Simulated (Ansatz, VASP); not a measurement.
# One calculation of PbF2, two programs

File POSCAR:

```
PbF2
1.0
    0.0000000000      2.9458076056      2.9458076056
    2.9458076056      0.0000000000      2.9458076056
    2.9458076056      2.9458076056      0.0000000000
Pb F
1 2
Direct
    0.0000000000      0.0000000000      0.0000000000
    0.2500000000      0.2500000000      0.2500000000
    0.7500000000      0.7500000000      0.7500000000
```

INCAR.step1

```
SYSTEM = PbF2
PREC = Accurate
ENCUT = 660
ISMEAR = 0
SIGMA = 0.01
LREAL = .FALSE.
LASPH = .TRUE.
NELM = 120
NBANDS = 21
GGA = PE
ALGO = Normal
EDIFF = 1E-5
LWAVE = .TRUE.
LCHARG = .FALSE.
GGA_COMPAT = .FALSE.
```

INCAR.step2

```
SYSTEM = PbF2
PREC = Accurate
ENCUT = 660
EDIFF = 1E-6
ISMEAR = 0
SIGMA = 0.01
LREAL = .FALSE.
LASPH = .TRUE.
NELM = 120
ALGO = Normal
ISIF = 2
LWAVE = .FALSE.
LCHARG = .FALSE.
METAGGA = R2SCAN
LMIXTAU = .TRUE.
NBANDS = 21
ISTART = 1
GGA_COMPAT = .FALSE.
```

Contents of KPOINTS:

```
Automatic mesh
0
G
  8 8 8
  0 0 0
```

Input for Ansatz:

```yaml
crystal:
  lattice:
    - [0.0, 2.9458076056, 2.9458076056]
    - [2.9458076056, 0.0, 2.9458076056]
    - [2.9458076056, 2.9458076056, 0.0]
  atoms:
    - { symbol: Pb, position: [0.0, 0.0, 0.0] }
    - { symbol: F, position: [0.25, 0.25, 0.25] }
    - { symbol: F, position: [0.75, 0.75, 0.75] }
kpoints:
  mp_grid: { grid: [8, 8, 8] }
  band_path:
    path:
      - [0.0, 0.0, 0.0]
      - [0.5, 0.0, 0.5]
      - [0.625, 0.25, 0.625]
      - [0.375, 0.375, 0.75]
      - [0.5, 0.5, 0.5]
      - [0.5, 0.25, 0.75]
      - [0.25, -0.5, -0.25]
      - [0.0, 0.5, 0.5]
    npoints: 1
hamiltonian:
  xc: r2scan
scf:
  occupations: { method: fixed }
  n_extra_bands: 4
output:
  forces: true
  stress: true
  eigenvalues: true
```

Alike in both runs: task single point; functional r2SCAN; k mesh 8 × 8 × 8; no spin polarisation.

```csv
,VASP,Ansatz
version,VASP 6.6.1,Ansatz 0.2.0
potentials or method,"VASP PAW PBE potentials, release 64 (Pb_d, F)","plane waves, PAW"
plane-wave cutoff (eV),660,500
occupations,"gaussian, width 0.01 eV",fixed
valence electrons in the cell,28,28
```

```tsv
	VASP	Ansatz	Ansatz less VASP
gap on the k mesh at the Fermi level (eV)	4.93	4.92	-0.004
pressure (GPa)	1.1	1.2	+0.15
```

VASP's potentials were made for PBE, not for r2SCAN.

Neither program's run includes spin-orbit coupling.
